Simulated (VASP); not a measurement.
# LiBe (P4/mmm) in VASP: single point with r2SCAN

Aim: the single point of LiBe with r2SCAN.

Everything below comes from runs of VASP 6.6.1. Logs are shortened: lines on timing, memory, paths and dates and some standing lists are left out, and cuts for length are marked.

## Step 1: The cell of the first run

Symmetry: P4/mmm, No. 123, tetragonal system. Conventional cell: a = 2.723 Å, b = 2.723 Å, c = 2.996 Å, α = 90.00°, β = 90.00°, γ = 90.00°. Within 3.2 Å of Li (site symmetry 4/mmm) lie 8 Be at 2.44 Å and 6 Li at 2.72 to 3.00 Å. Be (site symmetry 4/mmm) has 8 Li at 2.44 Å and 6 Be at 2.72 to 3.00 Å within 3.2 Å.

## Step 2: Single point, r2SCAN

The input, POSCAR:

```
LiBe
1.0
    2.7232462952      0.0000000000      0.0000000000
    0.0000000000      2.7232462952      0.0000000000
    0.0000000000      0.0000000000      2.9955709247
Li Be
1 1
Direct
    0.0000000000      0.0000000000      0.0000000000
    0.5000000000      0.5000000000      0.5000000000
```

The input, INCAR.step1:

```
ALGO = Normal
EDIFF = 1E-4
ENCUT = 520
GGA = PE
ISMEAR = 0
LASPH = T
LCHARG = F
LREAL = F
LWAVE = T
NBANDS = 10
NELM = 100
PREC = Accurate
SIGMA = 0.15
```

The input, INCAR.step2:

```
ALGO = Normal
EDIFF = 1E-6
ENCUT = 520
ISIF = 2
ISMEAR = 0
ISTART = 1
LASPH = T
LCHARG = F
LMIXTAU = T
LREAL = F
LWAVE = F
METAGGA = R2SCAN
NBANDS = 10
NELM = 100
PREC = Accurate
SIGMA = 0.15
```

The input, KPOINTS:

```
k-points
0
Gamma
  18 18 18
```

Potentials or basis: VASP PAW PBE potentials, release 64 (Li_sv, Be).

Run with:

```console
> cat potpaw_PBE.64/Li_sv/POTCAR potpaw_PBE.64/Be/POTCAR > POTCAR
> cp INCAR.step1 INCAR
> mpirun -np 1 vasp_std > vasp.out
> cp INCAR.step2 INCAR
> mpirun -np 1 vasp_std > vasp.out
```

OUTCAR:

```text
EDIFF = 1E-6
   ENCUT = 520
   ISIF = 2
   ISMEAR = 0
   ISTART = 1
   LASPH = T
   LREAL = F
   METAGGA = R2SCAN
   NELM = 100
   PREC = Accurate

 ion  position               nearest neighbor table
   1  0.000  0.000  0.000-   2 2.44   2 2.44   2 2.44   2 2.44   2 2.44   2 2.44   2 2.44   2 2.44

   2  0.500  0.500  0.500-   1 2.44   1 2.44   1 2.44   1 2.44   1 2.44   1 2.44   1 2.44   1 2.44

  LATTYP: Found a simple tetragonal cell.
 ALAT       =     2.7232462952
 C/A-ratio  =     1.1000000000

  Lattice vectors:

 A1 = (   2.7232462952,   0.0000000000,   0.0000000000)
 A2 = (   0.0000000000,   2.7232462952,   0.0000000000)
 A3 = (   0.0000000000,   0.0000000000,   2.9955709247)

Analysis of symmetry for initial positions (statically):
=====================================================================
 Subroutine PRICEL returns:
 Original cell was already a primitive cell.

 Routine SETGRP: Setting up the symmetry group for a
 simple tetragonal supercell.

 Subroutine GETGRP returns: Found 16 space group operations
 (whereof 16 operations were pure point group operations)
 out of a pool of 16 trial point group operations.

The static configuration has the point symmetry D_4h.

Analysis of symmetry for dynamics (positions and initial velocities):
=====================================================================
 Subroutine PRICEL returns:
 Original cell was already a primitive cell.

 Routine SETGRP: Setting up the symmetry group for a
 simple tetragonal supercell.

 Subroutine GETGRP returns: Found 16 space group operations
 (whereof 16 operations were pure point group operations)
 out of a pool of 16 trial point group operations.

The dynamic configuration has the point symmetry D_4h.

 Subroutine INISYM returns: Found 16 space group operations
 (whereof 16 operations are pure point group operations),
 and found     1 'primitive' translations

----------------------------------------------------------------------------------------

                                     Primitive cell

  volume of cell :      22.2154

  direct lattice vectors                    reciprocal lattice vectors
     2.723246295  0.000000000  0.000000000     0.367208798  0.000000000  0.000000000
     0.000000000  2.723246295  0.000000000     0.000000000  0.367208798  0.000000000
     0.000000000  0.000000000  2.995570925     0.000000000  0.000000000  0.333826180

  length of vectors
     2.723246295  2.723246295  2.995570925     0.367208798  0.367208798  0.333826180

  position of ions in fractional coordinates (direct lattice)
     0.000000000  0.000000000  0.000000000
     0.500000000  0.500000000  0.500000000

  ion indices of the primitive-cell ions
   primitive index   ion index
                 1           1
                 2           2

----------------------------------------------------------------------------------------

 KPOINTS: k-points

Automatic generation of k-mesh.
 Grid dimensions read from file:
 generate k-points for:   18   18   18

 Generating k-lattice:

  Cartesian coordinates                     Fractional coordinates (reciprocal lattice)
     0.020400489  0.000000000  0.000000000     0.055555556  0.000000000  0.000000000
     0.000000000  0.020400489  0.000000000     0.000000000  0.055555556  0.000000000
     0.000000000  0.000000000  0.018545899     0.000000000  0.000000000  0.055555556

  Length of vectors
     0.020400489  0.020400489  0.018545899

  Shift w.r.t. Gamma in fractional coordinates (k-lattice)
     0.000000000  0.000000000  0.000000000

 Subroutine IBZKPT returns following result:
 ===========================================

 Found    550 irreducible k-points:

 Following reciprocal coordinates:
            Coordinates               Weight
  0.000000  0.000000  0.000000      1.000000
  0.055556  0.000000  0.000000      4.000000
  0.111111  0.000000  0.000000      4.000000
  0.166667  0.000000  0.000000      4.000000
  0.222222  0.000000  0.000000      4.000000
  0.277778  0.000000  0.000000      4.000000
[... 16 lines left out ...]
  0.277778  0.111111  0.000000      8.000000
  0.333333  0.111111  0.000000      8.000000
 [... further k-points ...]
   k-points           NKPTS =    550   k-points in BZ     NKDIM =    550   number of bands    NBANDS=     10
   number of dos      NEDOS =    301   number of ions     NIONS =      2
   total plane-waves  NPLWV =   9600
   dimension x,y,z NGX =    20 NGY =   20 NGZ =   24
   dimension x,y,z NGXF=    40 NGYF=   40 NGZF=   48
   ions per type =               1   1
   NGX,Y,Z   is equivalent  to a cutoff of  12.21, 12.21, 13.32 a.u.
   NGXF,Y,Z  is equivalent  to a cutoff of  24.42, 24.42, 26.64 a.u.
 SYSTEM =  unknown system
   PREC   = accura    normal or accurate (medium, high low for compatibility)
   ISTART =      1    job   : 0-new  1-cont  2-samecut
   ICHARG =      0    charge: 1-file 2-atom 10-const
   ISPIN  =      1    spin polarized calculation?
   LNONCOLLINEAR =      F non collinear calculations
   LSORBIT =      F    spin-orbit coupling
   LASPH  =      T    aspherical Exc in radial PAW
   ENCUT  =  520.0 eV  38.22 Ry    6.18 a.u.   5.06  5.06  5.57*2*pi/ulx,y,z
   NELM   =    100;   NELMIN=  2; NELMDL=  0     # of ELM steps
   EDIFF  = 0.1E-05   stopping-criterion for ELM
   LREAL  =      F    real-space projection
   EDIFFG = 0.1E-04   stopping-criterion for IOM
   NSW    =      0    number of steps for IOM
   IBRION =     -1    ionic relax: 0-MD 1-quasi-New 2-CG
   NFREE  =      0    steps in history (QN), initial steepest desc. (CG)
   ISIF   =      2    stress and relaxation
   ISYM   =      2    0-nonsym 1-usesym 2-fastsym
   POTIM  = 0.5000    time-step for ionic-motion
   TEBEG  =    0.0;   TEEND  =   0.0 temperature during run
   PSTRESS=    0.0 pullay stress
   NELECT =       5.0000    total number of electrons
   NUPDOWN=      -1.0000    fix difference up-down
   EMIN   =  10.00;   EMAX   =-10.00  energy-range for DOS
   EFERMI =   0.00;   METHOD = LEGACY
   ISMEAR =     0;   SIGMA  =   0.15  broadening in eV -4-tet -1-fermi 0-gaus
   EFERMI_NEDOS =   21; number of points for ismear=-14 and -15
   IALGO  =     38    algorithm
   IMIX   =      4    mixing-type and parameters
     AMIX     =   0.40;   BMIX     =  1.00
     AMIX_MAG =   1.60;   BMIX_MAG =  1.00
  volume/ion in A,a.u.               =      11.11        74.96
  Fermi-wavevector in a.u.,A,eV,Ry     =   0.995819  1.881825 13.492288  0.991655
  Thomas-Fermi vector in A             =   2.127865
   LORBIT       =      0    0 simple, 1 ext, 2 COOP (PROOUT), +10 PAW based schemes
   METAGGA = R2SCAN    functional components
   LHFCALC =     F    Hartree Fock is set to
   AEXX    =    0.0000 exact exchange contribution
   IVDW    =     0    specifies the selected vdW correction
   LEPSILON=     F    determine dielectric tensor
   LRPA    =     F    only Hartree local field effects (RPA)
 non-spin polarized calculation
 Gauss-broadening in eV      SIGMA  =   0.15
  energy-cutoff  :      520.00
  volume of cell :       22.22
 maximum number of plane-waves:       616
   NGX = 11   NGY = 11   NGZ = 11

 number of electron       5.0000009 magnetization

 Free energy of the ion-electron system (eV)
  ---------------------------------------------------
  ext. energy  EPLUGINS =         0.00000000
  ---------------------------------------------------
  free energy    TOTEN  =        -5.95991549 eV

  energy without entropy =       -5.95435133  energy(sigma->0) =       -5.95713341

 E-fermi :   2.9692     XC(G=0):  -9.7206

 val. band max:        2.9637545327   @ k =   0.2222   0.1667   0.3333
 cond. band min:       2.9823332655   @ k =   0.3333   0.0000   0.2778
 fundamental gap:      0.0185787328
 Fermi energy:         2.9691534471

 k-point     1 :       0.0000    0.0000    0.0000
  band No.  band energies     occupation
      1     -43.4620      2.00000
      2      -4.0988      2.00000
      3       7.7535      0.00000
      4      10.7907      0.00000
      5      10.7907      0.00000
      6      12.9451      0.00000
      7      15.1460      0.00000
      8      23.7712      0.00000
      9      24.2310      0.00000
     10      24.8786      0.00000

 k-point     2 :       0.0556    0.0000    0.0000
  band No.  band energies     occupation
      1     -43.4612      2.00000
      2      -4.0530      2.00000
      3       7.8136      0.00000
      4      10.0404      0.00000
      5      10.8478      0.00000
      6      13.1946      0.00000
      7      15.7691      0.00000
      8      23.7901      0.00000
      9      23.9095      0.00000
     10      24.7319      0.00000

 k-point     3 :       0.1111    0.0000    0.0000
  band No.  band energies     occupation
      1     -43.4589      2.00000
      2      -3.9147      2.00000
      3       7.9929      0.00000
      4       8.6380      0.00000
      5      11.0182      0.00000
      6      13.5237      0.00000
      7      17.1704      0.00000
      8      23.0193      0.00000
      9      23.8844      0.00000
     10      24.3554      0.00000

 k-point     4 :       0.1667    0.0000    0.0000
  band No.  band energies     occupation
      1     -43.4552      2.00000
      2      -3.6839      2.00000
      3       7.1501      0.00000
      4       8.2894      0.00000
      5      11.2985      0.00000
      6      13.8869      0.00000
      7      18.6787      0.00000
      8      21.7580      0.00000
      9      23.6968      0.00000
     10      23.7875      0.00000
[... 222 lines left out ...]
 k-point    22 :       0.2222    0.1111    0.0000
  band No.  band energies     occupation
      1     -43.4477      2.00000
      2      -3.1735      2.00000
      3       5.7951      0.00000
      4       8.9333      0.00000
      5       9.8306      0.00000
      6      15.7228      0.00000
      7      20.3611      0.00000
      8      20.6536      0.00000
      9      21.3620      0.00000
     10      23.1206      0.00000

 k-point    23 :       0.2778    0.1111    0.0000
  band No.  band energies     occupation
      1     -43.4430      2.00000
      2      -2.7569      2.00000
      3       4.4802      0.00000
      4       9.4418      0.00000
      5      10.3215      0.00000
      6      16.1643      0.00000
      7      19.0432      0.00000
      8      19.9890      0.00000
      9      20.9525      0.00000
     10      22.9116      0.00000

 k-point    24 :       0.3333    0.1111    0.0000
  band No.  band energies     occupation
      1     -43.4386      2.00000
      2      -2.2509      2.00000
      3       3.2581      0.00644
      4      10.0324      0.00000
      5      10.9079      0.00000
      6      16.5540      0.00000
      7      17.7486      0.00000
      8      18.7767      0.00000
      9      20.8340      0.00000
     10      22.7507      0.00000

 [... further k-points ...]

------------------------ aborting loop because EDIFF is reached ----------------------------------------

  FORCE on cell =-STRESS in cart. coord.  units (eV):
  Direction    XX          YY          ZZ          XY          YZ          ZX
  --------------------------------------------------------------------------------------
  -------------------------------------------------------------------------------------
  Total        0.1261357      0.1261357      0.0778343      0.0000000     -0.0000000     -0.0000000
  in kB        9.0969354      9.0969354      5.6134248      0.0000000     -0.0000000     -0.0000000
  external PRESSURE =       7.9357652 kB  Pullay stress =       0.0000000 kB

 VOLUME and BASIS-vectors are now :
 -----------------------------------------------------------------------------
  energy-cutoff  :      520.00
  volume of cell :       22.22
      direct lattice vectors                 reciprocal lattice vectors
     2.723246295  0.000000000  0.000000000     0.367208798  0.000000000  0.000000000
     0.000000000  2.723246295  0.000000000     0.000000000  0.367208798  0.000000000
     0.000000000  0.000000000  2.995570925     0.000000000  0.000000000  0.333826180

 POSITION                                       TOTAL-FORCE (eV/Angst)
 -----------------------------------------------------------------------------------
      0.00000      0.00000      0.00000         0.000000      0.000000      0.000000
      1.36162      1.36162      1.49779         0.000000      0.000000      0.000000
 -----------------------------------------------------------------------------------
    total drift:                               -0.000000      0.000000     -0.000000

  FREE ENERGIE OF THE ION-ELECTRON SYSTEM (eV)
  ---------------------------------------------------
  free  energy   TOTEN  =        -5.9599154938 eV

  energy  without entropy=       -5.9543513342  energy(sigma->0) =       -5.95713341
```

Run time: 5.3 min. Hardware: 1 thread of Intel Xeon Platinum 8375C at 2.90GHz (Ice Lake), shared host; peak memory 0.22 GiB.

What came out:

- Free energy: -5.9599 eV
- Band gap on the k mesh: zero (an odd number of electrons rules out a gap without spin polarisation)

Levels at points of the mesh, in eV from the Fermi level:
```csv
k point,band 1,band 2,band 3,band 4,band 5,band 6
"(0.00, 0.00, 0.00)",-46.43,-7.07,4.78,7.82,7.82,9.98
"(0.50, 0.00, 0.00)",-46.40,-3.85,-2.37,8.29,10.95,12.12
"(0.50, 0.50, 0.00)",-46.38,-0.74,-0.74,2.14,6.74,10.73
"(0.00, 0.00, 0.50)",-46.42,-4.82,-2.64,10.22,10.22,14.69
"(0.50, 0.00, 0.50)",-46.39,-1.55,-1.20,0.97,6.37,12.40
"(0.50, 0.50, 0.50)",-46.37,2.36,2.36,3.08,5.27,5.27
```

Caveat: the cutoff is under 1.25 times the usual one of these potentials, so pressure, stress and relaxed cells hold a basis-set (Pulay) error; the PAW data sets were made with another functional, which shifts forces and pressure a little.
